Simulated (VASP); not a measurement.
A run of VASP 6.6.1 is set up as follows.

The input INCAR:

```
ALGO = Normal ; EDIFF = 1E-7
ENCUT = 520 ; GGA = CA
ISIF = 2 ; ISMEAR = -1
LASPH = True ; LCHARG = False
LREAL = False ; LWAVE = False
NBANDS = 15 ; NELM = 60
PREC = Accurate ; SIGMA = 0.03
```

File KPOINTS:

```
k-points
0
Gamma
  9 9 12
```

POSCAR

```
Li2Pt
1.0
    4.1859989866      0.0000000000      0.0000000000
   -2.0929994933      3.6251814627      0.0000000000
    0.0000000000      0.0000000000      2.7142200000
Li Pt
2 1
Direct
    0.3333333333      0.6666666667      0.5000000000
    0.6666666667      0.3333333333      0.5000000000
    0.0000000000      0.0000000000      0.0000000000
```

Potentials or basis: VASP PAW LDA potentials, release 64 (Li_sv, Pt).

Run with:

```console
$ cat potpaw_LDA.64/Li_sv/POTCAR potpaw_LDA.64/Pt/POTCAR > POTCAR
$ mpirun -np 1 vasp_std > vasp.out
```

Problem. Predict the band gap on the k mesh.

Solution. Zero (band 8 reaches 5.94 eV, above the bottom of band 9 at 4.10 eV).

Caveat: the cell differs from its parent crystal (zz strain of +2 %); spin-orbit coupling is left out, which moves the levels of the heavy elements.
